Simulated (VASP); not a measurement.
A run of VASP 6.6.1 is set up as follows.

The input INCAR:

```
ALGO = Normal
EDIFF = 1E-6
ENCUT = 600
GGA = PS
GGA_COMPAT = False
ISIF = 2
ISMEAR = 0
LASPH = True
LCHARG = False
LREAL = False
LWAVE = False
NBANDS = 17
NELM = 120
PREC = Accurate
SIGMA = 0.05
```

Contents of KPOINTS:

```
k-points
0
Gamma
  6 6 6
```

The input POSCAR:

```
SnO
1.0
    3.0830730817      0.0000000000      0.0000000000
    0.0000000000      3.0830730817      0.0000000000
    0.0000000000      0.0000000000      3.0830730817
Sn O
1 1
Direct
    0.0000000000      0.0000000000      0.0000000000
    0.5000000000      0.5000000000      0.5000000000
```

Potentials or basis: VASP PAW PBE potentials, release 64 (Sn_d, O).

The run is started by

```sh
$ cat potpaw_PBE.64/Sn_d/POTCAR potpaw_PBE.64/O/POTCAR > POTCAR
$ mpirun -np 1 vasp_std > vasp.out
```

**Question.** Predict the pressure.

**Answer.** 0.1 GPa.

**Question.** Estimate the band gap on the k mesh.

**Answer.** 0.09 eV, indirect (least direct gap 0.85 eV).

Caveat: the PAW data sets were made with another functional, which shifts forces and pressure a little; spin-orbit coupling is left out, which moves the levels of the heavy elements. A k mesh can miss the band edges.
